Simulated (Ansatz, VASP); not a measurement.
## Bi2S in VASP and in Ansatz

Contents of INCAR:

```
PREC = Accurate ; ENCUT = 600
EDIFF = 1E-6 ; ISMEAR = 0
SIGMA = 0.1 ; LREAL = F
LASPH = T ; NELM = 80
ALGO = Normal ; ISIF = 3
LWAVE = F ; LCHARG = F
GGA = PE ; IBRION = 2
NSW = 90 ; EDIFFG = -0.04
```

The input KPOINTS:

```
Automatic mesh
0
Gamma
  4 4 6
```

Contents of POSCAR:

```
Bi2S
1.0
    4.8995724634     -4.9263908307      0.0000000000
    4.8995724634      4.9263908307      0.0000000000
    0.0000000000      0.0000000000      2.7731269797
Bi S
2 1
Direct
    0.2870355469      0.7129644531      0.0000000000
    0.7129644531      0.2870355469      0.0000000000
    0.0000000000      0.0000000000      0.0000000000
```

Input for Ansatz:

```yaml
crystal:
  lattice:
    - [4.8995724634, -4.9263908307, 0.0]
    - [4.8995724634, 4.9263908307, 0.0]
    - [0.0, 0.0, 2.7731269797]
  atoms:
    - { symbol: Bi, position: [0.2870355469, 0.7129644531, 0.0] }
    - { symbol: Bi, position: [0.7129644531, 0.2870355469, 0.0] }
    - { symbol: S, position: [0.0, 0.0, 0.0] }
basis:
  ecutwfc: 420
kpoints:
  mp_grid: { grid: [4, 4, 6] }
hamiltonian:
  xc: pbe
scf:
  occupations: { method: gaussian, width: 0.1 }
  lower_state_search: "off"
output:
  forces: true
  stress: true
  eigenvalues: true
relax:
  adjacent_minimum: "off"
  f_tol: 0.04
  max_steps: 70
  cell: { stress_tol: 0.4 }
```

Alike in both runs: task relaxation of cell and atoms; functional PBE; k mesh 4 × 4 × 6; occupations gaussian, width 0.1 eV; no spin polarisation.

|  | VASP | Ansatz |
| --- | --- | --- |
| version | VASP 6.6.1 | Ansatz 0.2.0 |
| potentials or method | VASP PAW PBE potentials, release 64 (Bi_d, S), cutoff 600 eV | scalar-relativistic, plane waves, PAW |
| valence electrons in the cell | 36 | 36 |

|  | VASP | Ansatz | Ansatz less VASP |
| --- | --- | --- | --- |
| gap on the k mesh at the Fermi level, each at its own relaxed structure (eV) | none | none | - |
| relaxed volume (Å³/atom) | 29.48 | 29.40 | -0.081 |
| relaxed length of the cell vector where the two differ most in proportion (Å) | 3.221 | 3.211 | -0.0094 |

A gap of «none» marks a metal or a gap that the smearing closes.

The k mesh is coarse, so the values compare programs but aren't converged. Spin-orbit coupling is off throughout. Noted on VASP's run: the volume moved by over 15 % at a fixed basis, so the end points are rough.
